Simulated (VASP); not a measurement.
Runs of VASP 6.6.1 on C. The structure is that of space group Ccce (No. 68), or close to it. The cells are those of the table. 

```tsv
task	cell	k mesh	cutoff (eV)	smearing	gap on the mesh (eV)	pressure (GPa)	relaxed volume (Å³/atom)	largest force (eV/Å)
single point	a = 2.616, b = 2.616, c = 5.661 Å, angles 90.0, 90.0, 120.9°, 6 atoms	12 × 12 × 6	520	gaussian 0.02 eV	0.84	0.5	-	0.01
relaxation of cell and atoms	relaxed from a = 2.385, b = 2.385, c = 5.656 Å, angles 90.0, 90.0, 120.0°, 6 atoms	12 × 12 × 4	600	gaussian 0.1 eV	0.84	-0.4	5.55	0.02
relaxation of cell and atoms	relaxed from a = 2.615, b = 2.615, c = 5.661 Å, angles 90.0, 90.0, 120.9°, 6 atoms	12 × 12 × 6	600	gaussian 0.02 eV	0.84	0.0	5.54	-
single point	a = 2.615, b = 2.615, c = 5.661 Å, angles 90.0, 90.0, 120.9°, 6 atoms	12 × 12 × 4	520	gaussian 0.1 eV	0.84	0.8	-	0.01
single point	a = 2.385, b = 2.385, c = 5.656 Å, angles 90.0, 90.0, 120.0°, 6 atoms	12 × 12 × 4	520	gaussian 0.1 eV	(b)	106.5	-	(a)
```

Alike in all rows: level PBE; potentials or basis VASP PAW PBE potentials, release 64 (C); no spin polarisation.

Estimate the missing entries.

(a) 0.06; (b) none.

Caveats: the volume moved by over 15 % at a fixed basis, so the end points are rough (some runs).

A k mesh can miss the band edges.
